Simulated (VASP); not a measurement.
Set up this calculation in VASP 6.6.1, as the native input.

- Task: single point
- Functional: PBE
- Potentials or basis: VASP PAW PBE potentials, release 64 (Ru_pv, N)
- Cutoff: 520 eV
- k mesh: 6 × 6 × 1
- Occupations: gaussian, width 0.1 eV
- Spin: no spin polarisation
- Dipole correction: yes
- Further INCAR settings: LREAL = Auto; ALGO = Normal; EDIFF = 1e-07; NBANDS = 128

The structure of Ru16N lies in POSCAR:

```
Ru16N
1.0
    5.4395954924      0.0000000000      0.0000000000
   -2.7197977462      4.7108278828      0.0000000000
    0.0000000000      0.0000000000     21.8663388573
Ru N
16 1
Direct
    0.3333333333      0.1666666667      0.1829295716
    0.3333333333      0.6666666667      0.1829295716
    0.8333333333      0.1666666667      0.1829295716
    0.8333333333      0.6666666667      0.1829295716
    0.1666666667      0.3333333333      0.2811778378
    0.1666666667      0.8333333333      0.2811778378
    0.6666666667      0.3333333333      0.2811778378
    0.6666666667      0.8333333333      0.2811778378
    0.3333333333      0.1666666667      0.3790816283
    0.3333333333      0.6666666667      0.3790816283
    0.8333333333      0.1666666667      0.3790816283
    0.8333333333      0.6666666667      0.3790816283
    0.1666666667      0.3333333333      0.4740774816
    0.1666666667      0.8333333333      0.4740774816
    0.6666666667      0.3333333333      0.4740774816
    0.6666666667      0.8333333333      0.4740774816
    0.1666666667      0.3333333333      0.5514048059
```

The input as run:

INCAR

```
ALGO = Normal ; DIPOL = 0.5 0.5 0.342
EDIFF = 1E-7 ; ENCUT = 520
GGA = PE ; IDIPOL = 3
ISIF = 2 ; ISMEAR = 0
LASPH = T ; LCHARG = F
LDIPOL = T ; LREAL = Auto
LWAVE = F ; NBANDS = 128
NELM = 100 ; PREC = Accurate
SIGMA = 0.1
```

KPOINTS

```
k-points
0
Gamma
  6 6 1
```

Potentials or basis: VASP PAW PBE potentials, release 64 (Ru_pv, N).

Launch:

```bash
$ cat potpaw_PBE.64/Ru_pv/POTCAR potpaw_PBE.64/N/POTCAR > POTCAR
$ mpirun -np 1 vasp_std > vasp.out
```

It gave:

The largest force is 2.068 eV/Å. The band gap on the k mesh is zero (an odd number of electrons rules out a gap without spin polarisation).

Wall time 58 min on 1 thread of Intel Xeon 8259CL, with other jobs on the host, peak memory 0.76 GiB.
